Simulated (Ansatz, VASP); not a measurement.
## Si5C: VASP beside Ansatz

```
CELL_PARAMETERS angstrom
2.77201 0.00000 0.00000
-1.38601 2.40063 0.00000
0.00000 0.00000 12.04582
ATOMIC_POSITIONS crystal
Si 0.33333 0.66667 0.60057
Si 0.33333 0.66667 0.00000
Si 0.33333 0.66667 0.39943
Si 0.66667 0.33333 0.80868
Si 0.66667 0.33333 0.19132
C 0.66667 0.33333 0.50000
```

Alike in both runs: task relaxation of cell and atoms; functional PBE; k mesh 18 × 18 × 4; occupations gaussian, width 0.1 eV; no spin polarisation.

|  | VASP | Ansatz |
| --- | --- | --- |
| version | VASP 6.6.1 | Ansatz 0.2.0 |
| potentials or method | VASP PAW PBE potentials, release 64 (Si, C), cutoff 600 eV | scalar-relativistic, plane waves, PAW |
| valence electrons in the cell | 24 | 24 |

```tsv
	VASP	Ansatz	Ansatz less VASP
gap on the k mesh at the Fermi level, each at its own relaxed structure (eV)	none	none	-
relaxed volume (Å³/atom)	12.87	12.87	+0.005
relaxed length of the cell vector where the two differ most in proportion (Å)	10.676	10.681	+0.0047
```

A gap of «none» marks a metal or a gap that the smearing closes.

Noted on VASP's run: too few bands were computed for a metal, which touches its energy and stress.
